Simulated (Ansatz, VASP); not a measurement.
# NaF in VASP and in Ansatz

```xyz
2
Lattice="0.0000 2.3233 2.2536 2.3233 0.0000 2.2536 2.3233 2.3233 0.0000" Properties=species:S:1:pos:R:3 pbc="T T T"
Na    0.0000    0.0000    0.0000
F     2.3233    2.3233    2.2536
```

Change from the starting cell: strain -0.0300 x Voigt [0, 0, 1, 0, 0, 0], atoms carried along.

Alike in both runs: task single point; functional PBEsol; k mesh 8 × 8 × 8; occupations gaussian, width 0.05 eV; no spin polarisation.

|  | VASP | Ansatz |
| --- | --- | --- |
| version | VASP 6.6.1 | Ansatz 0.2.0 |
| potentials or method | VASP PAW PBE potentials, release 64 (Na_pv, F), cutoff 520 eV | scalar-relativistic, plane waves, PAW |
| valence electrons in the cell | 14 | 16 |

|  | VASP | Ansatz | Ansatz less VASP |
| --- | --- | --- | --- |
| gap on the k mesh at the Fermi level (eV) | 6.28 | 6.30 | +0.021 |
| least direct gap on the mesh (eV) | 6.28 | 6.30 | +0.021 |
| pressure (GPa) | 1.1 | 1.1 | -0.02 |
| traceless stress, the component that is largest in VASP (GPa) | 1.99 | 1.90 | -0.087 |

VASP's potentials were made for PBE, not for PBEsol. With one functional, cell and mesh, what is left measures potentials, basis and numerics. VASP's potentials hold 14 valence electrons a cell and Ansatz's 16, so a difference there can come from the potentials and not from the codes.
